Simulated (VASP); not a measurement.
# TiSn2 (Fmmm) in VASP: single point with PBE

Aim: the single point of TiSn2 with PBE.

Program: VASP 6.6.1. These are calculated values, not measurements. Logs are shortened: lines on timing, memory, paths and dates and some standing lists are left out, and cuts for length are marked.

### Step 1. The cell of the first run

The typed cell holds 3 atoms: a = 3.676 Å, b = 5.431 Å, c = 3.676 Å, α = 70.22°, β = 89.99°, γ = 109.78°.

### Step 2. Single point, PBE, non-collinear spin, zero start, spin-orbit coupling

INCAR

```
SYSTEM = TiSn2
PREC = Accurate
ENCUT = 520
EDIFF = 1E-6
ISMEAR = 0
SIGMA = 0.1664
LREAL = .False.
LASPH = .True.
NELM = 150
ALGO = Normal
ISIF = 2
LWAVE = .False.
LCHARG = .False.
LNONCOLLINEAR = .True.
MAGMOM = 0 0 0 0 0 0 0 0 0
LORBIT = 11
LSORBIT = .True.
GGA_COMPAT = .False.
LORBMOM = .True.
LMAXMIX = 4
GGA = PE
NBANDS = 53
```

KPOINTS

```
Automatic mesh
0
Gamma
  5 5 5
  0 0 0
```

POSCAR

```
TiSn2
1.0
   -2.5988550832      2.5993334815      0.0000000000
    2.5988550832      0.0000000000      4.7685785412
    2.5988550832      2.5993334815      0.0000000000
Ti Sn
1 2
Direct
    0.0000000000      0.0000000000      0.0000000000
    0.3424056290      0.6848112581      0.6575943710
    0.6575943710      0.3151887419      0.3424056290
```

Potentials or basis: VASP PAW PBE potentials, release 64 (Ti_sv, Sn_d).

The run is started by

```bash
$ cat potpaw_PBE.64/Ti_sv/POTCAR potpaw_PBE.64/Sn_d/POTCAR > POTCAR
$ mpirun -np 1 vasp_ncl > vasp.out
```

OUTCAR:

```text
SYSTEM = TiSn2
   PREC = Accurate
   ENCUT = 520
   EDIFF = 1E-6
   ISMEAR = 0
   LREAL = .False.
   LASPH = .True.
   NELM = 150
   ISIF = 2
   LNONCOLLINEAR = .True.
   LORBIT = 11
   LSORBIT = .True.
   GGA = PE

 ion  position               nearest neighbor table
   1  0.000  0.000  0.000-   2 3.00   3 3.00   3 3.00   2 3.00   2 3.00   3 3.00   3 3.00   2 3.00
                             2 3.27   3 3.27
   2  0.342  0.685  0.658-   1 3.00   1 3.00   1 3.00   1 3.00   3 3.01   3 3.14   3 3.14   3 3.14
                             3 3.14   1 3.27
   3  0.658  0.315  0.342-   1 3.00   1 3.00   1 3.00   1 3.00   2 3.01   2 3.14   2 3.14   2 3.14
                             2 3.14   1 3.27

  LATTYP: Found a face centered orthorhombic cell.
 ALAT       =     5.1977101664
 B/A-ratio  =     1.0001840804
 C/A-ratio  =     1.8348766624

  Lattice vectors:

 A1 = (   0.0000000000,   2.5993334815,   4.7685785412)
 A2 = (   2.5988550832,   0.0000000000,   4.7685785412)
 A3 = (   2.5988550832,   2.5993334815,   0.0000000000)

Analysis of symmetry for initial positions (statically):
=====================================================================
 Subroutine PRICEL returns:
 Original cell was already a primitive cell.

 Routine SETGRP: Setting up the symmetry group for a
 face centered orthorhombic supercell.

 Subroutine GETGRP returns: Found  8 space group operations
 (whereof  8 operations were pure point group operations)
 out of a pool of  8 trial point group operations.

The static configuration has the point symmetry D_2h.

Analysis of symmetry for dynamics (positions and initial velocities):
=====================================================================
 Subroutine PRICEL returns:
 Original cell was already a primitive cell.

 Routine SETGRP: Setting up the symmetry group for a
 face centered orthorhombic supercell.

 Subroutine GETGRP returns: Found  8 space group operations
 (whereof  8 operations were pure point group operations)
 out of a pool of  8 trial point group operations.

The dynamic configuration has the point symmetry D_2h.

Analysis of structural, dynamic, and magnetic symmetry:
=====================================================================
 Subroutine PRICEL returns:
 Original cell was already a primitive cell.

 Routine SETGRP: Setting up the symmetry group for a
 face centered orthorhombic supercell.

 Subroutine GETGRP returns: Found  8 space group operations
 (whereof  8 operations were pure point group operations)
 out of a pool of  8 trial point group operations.

The overall configuration has the point symmetry D_2h.

[... 1504 lines left out ...]
      2.59886      2.59933      3.26558        -0.000000      0.000000      0.001029
     -0.00000      2.59933      1.50300         0.000000      0.000000     -0.001029
 -----------------------------------------------------------------------------------
    total drift:                               -0.000000      0.000000     -0.000000

  FREE ENERGIE OF THE ION-ELECTRON SYSTEM (eV)
  ---------------------------------------------------
  free  energy   TOTEN  =       -15.9863075628 eV

  energy  without entropy=      -15.9389720775  energy(sigma->0) =      -15.96263982

 orbital moment (x)

 # of ion     p       d       tot
 ----------------------------------------
  1         0.000   0.000   0.000
  2         0.000   0.000   0.000
  3         0.000   0.000   0.000
 ----------------------------------------
            0.000   0.000   0.000

 orbital moment (y)

 # of ion     p       d       tot
 ----------------------------------------
  1         0.000   0.000   0.000
  2         0.000   0.000   0.000
  3         0.000   0.000   0.000
 ----------------------------------------
            0.000   0.000   0.000

 orbital moment (z)

 # of ion     p       d       tot
 ----------------------------------------
  1         0.000   0.000   0.000
  2         0.000  -0.000  -0.000
  3         0.000   0.000   0.000
 ----------------------------------------
            0.000   0.000   0.000

 Spin-Orbit-Coupling matrix elements

 Ion:    1  E_soc:     -0.0122591
 l=   1
     0.0000000    -0.0017854    -0.0018339
    -0.0017854     0.0000000    -0.0017855
    -0.0018339    -0.0017855     0.0000000
 l=   2
     0.0000000    -0.0000338     0.0000000    -0.0000338    -0.0002785
    -0.0000338     0.0000000    -0.0001050    -0.0000683    -0.0000502
     0.0000000    -0.0001050     0.0000000    -0.0001051     0.0000000
    -0.0000338    -0.0000683    -0.0001051     0.0000000    -0.0000502
    -0.0002785    -0.0000502     0.0000000    -0.0000502     0.0000000
 l=   3
     0.0000000     0.0000000     0.0000000     0.0000000     0.0000000     0.0000000     0.0000000
     0.0000000     0.0000000     0.0000000     0.0000000     0.0000000     0.0000000     0.0000000
     0.0000000     0.0000000     0.0000000     0.0000000     0.0000000     0.0000000     0.0000000
     0.0000000     0.0000000     0.0000000     0.0000000     0.0000000     0.0000000     0.0000000
[... 29 lines left out ...]
 l=   2
     0.0000000    -0.0012429     0.0000000    -0.0012429    -0.0049899
    -0.0012429     0.0000000    -0.0036951    -0.0012391    -0.0012390
     0.0000000    -0.0036951     0.0000000    -0.0036950     0.0000000
    -0.0012429    -0.0012391    -0.0036950     0.0000000    -0.0012389
    -0.0049899    -0.0012390     0.0000000    -0.0012389     0.0000000
 l=   3
     0.0000000     0.0000000     0.0000000     0.0000000     0.0000000     0.0000000     0.0000000
     0.0000000     0.0000000     0.0000000     0.0000000     0.0000000     0.0000000     0.0000000
     0.0000000     0.0000000     0.0000000     0.0000000     0.0000000     0.0000000     0.0000000
     0.0000000     0.0000000     0.0000000     0.0000000     0.0000000     0.0000000     0.0000000
     0.0000000     0.0000000     0.0000000     0.0000000     0.0000000     0.0000000     0.0000000
     0.0000000     0.0000000     0.0000000     0.0000000     0.0000000     0.0000000     0.0000000
     0.0000000     0.0000000     0.0000000     0.0000000     0.0000000     0.0000000     0.0000000

 total charge

# of ion       s       p       d       tot
------------------------------------------
    1        2.144   6.076   1.917  10.137
    2        1.185   1.131  10.009  12.325
    3        1.185   1.131  10.009  12.325
--------------------------------------------------
tot          4.514   8.338  21.935  34.788

 magnetization (x)

# of ion       s       p       d       tot
------------------------------------------
    1        0.000   0.000  -0.000  -0.000
    2        0.000   0.000   0.000   0.000
    3        0.000   0.000   0.000   0.000
--------------------------------------------------
tot          0.000   0.000  -0.000  -0.000

 magnetization (y)

# of ion       s       p       d       tot
------------------------------------------
    1        0.000   0.000   0.000   0.000
    2        0.000   0.000   0.000   0.000
    3        0.000   0.000   0.000   0.000
--------------------------------------------------
tot          0.000   0.000   0.000   0.000

 magnetization (z)

# of ion       s       p       d       tot
------------------------------------------
    1       -0.000  -0.000  -0.000  -0.000
    2        0.000   0.000   0.000   0.000
    3        0.000   0.000   0.000   0.000
--------------------------------------------------
tot         -0.000  -0.000  -0.000  -0.000
```

stdout:

```text
POSCAR found type information on POSCAR TiSn
 POSCAR found :  2 types and       3 ions
 scaLAPACK will be used
 LDA part: xc-table for (Slater+PW92), standard interpolation
 POSCAR, INCAR and KPOINTS ok, starting setup
 FFT: planning ... GRIDC
 FFT: planning ... GRID_SOFT
 FFT: planning ... GRID
 WAVECAR not read
 entering main loop
```

It took 3.1 min on 1 thread of AMD EPYC 7R43 (Zen 3), shared host; peak memory 0.34 GiB.

Results:

| Quantity | Value |
| --- | --- |
| Free energy | -15.9863 eV |
| Pressure | 0.0 GPa |
| Net moment | 0.00 μB per cell |
| Valence electrons inside the program's atomic spheres | Ti 10.14; Sn 12.32 |

Moments on the atoms (μB; x, y, z):
```
Ti  0.00 0.00 0.00
Sn  0.00 0.00 0.00
Sn  0.00 0.00 0.00
```

Caveat: the k points lie up to 0.37 Å⁻¹ apart.
